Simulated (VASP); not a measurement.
Write the native input for VASP 6.6.1 that does the following.

* Task: single point
* Functional: revPBE
* Dispersion: D3(BJ)
* Potentials or basis: VASP PAW PBE potentials, release 64 (Ni, O)
* Cutoff: 520 eV
* k mesh: 11 × 11 × 11
* Occupations: fermi-dirac, width 0.05 eV
* Spin: collinear spin, ferromagnetic start
* Starting moments: [1.0, 0.0] μB
* Dipole correction: no
* Further INCAR settings: ALGO = Normal; EDIFF = 1e-06; NBANDS = 19

The structure of NiO lies in POSCAR:

```
NiO
1.0
    0.0000000000      2.0719018797      2.0719018797
    2.0719018797      0.0000000000      2.0719018797
    2.0719018797      2.0719018797      0.0000000000
Ni O
1 1
Direct
    0.0000000000      0.0000000000      0.0000000000
    0.5000000000      0.5000000000      0.5000000000
```

The input as run:

INCAR

```
SYSTEM = NiO
PREC = Accurate ; ENCUT = 520
EDIFF = 1E-6 ; ISMEAR = -1
SIGMA = 0.05 ; LREAL = .False.
LASPH = .True. ; NELM = 150
ALGO = Normal ; ISIF = 2
LWAVE = .False. ; LCHARG = .False.
ISPIN = 2 ; MAGMOM = 1 0
LORBIT = 11 ; LMAXMIX = 4
GGA = RE ; IVDW = 12
NBANDS = 19
```

KPOINTS

```
Automatic mesh
0
Gamma
  11 11 11
  0 0 0
```

Potentials or basis: VASP PAW PBE potentials, release 64 (Ni, O).

Run with:

```bash
$ cat potpaw_PBE.64/Ni/POTCAR potpaw_PBE.64/O/POTCAR > POTCAR
$ mpirun -np 1 vasp_std > vasp.out
```

It gave:

The pressure is 9.2 GPa, the net moment is 1.70 μB per cell and the site moments are Ni +1.41; O +0.26 μB. The valence electrons inside the program's atomic spheres are Ni 9.02; O 5.00 and the dispersion energy per atom is -0.530 eV.

Caveat: the PAW data sets were made with another functional, which shifts forces and pressure a little; a cell with one magnetic atom can't hold antiferromagnetic order, which such compounds often take; pairwise dispersion overbinds metals, which lowers pressure and volume.

Run time: 25 s on 1 thread of Intel(R) Xeon(R) Platinum 8559C (Emerald Rapids) (shared host), peak memory 0.17 GiB.
